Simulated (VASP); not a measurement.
Ni, 2 atoms in the cell. It takes space group Fm-3m (No. 225, cubic). The conventional cell has a = 3.537 Å, b = 3.537 Å, c = 3.537 Å, α = 90.00°, β = 90.00°, γ = 90.00°. Ni (site symmetry m-3m) has 12 Ni at 2.50 Å within 3.3 Å. 

```yaml
Program: VASP 6.6.1
Task: single point
Functional: LDA
Potentials_or_basis: VASP PAW LDA potentials, release 64 (Ni)
Cutoff: 520 eV
k_mesh: 14 × 8 × 12
Occupations: fermi-dirac, width 0.1 eV
Spin: no spin polarisation
Dipole_correction: no
Further_INCAR_settings: ALGO = Normal; EDIFF = 1e-06; NBANDS = 17; ISYM = 0
```

Potentials or basis: VASP PAW LDA potentials, release 64 (Ni).

Run with:

```bash
$ cat potpaw_LDA.64/Ni/POTCAR > POTCAR
$ mpirun -np 1 vasp_std > vasp.out
```

Hardware: 1 thread of Intel(R) Xeon(R) Platinum 8175M CPU @ 2.50GHz (Skylake/Cascade Lake), with other jobs on the host.

Problem. How long does it take, and how much memory?

Solution. Run time: 3.3 min on 1 thread of Intel(R) Xeon(R) Platinum 8175M CPU @ 2.50GHz (Skylake/Cascade Lake), with other jobs on the host, peak memory 0.31 GiB. Counts: scf iterations 13, k points 676.
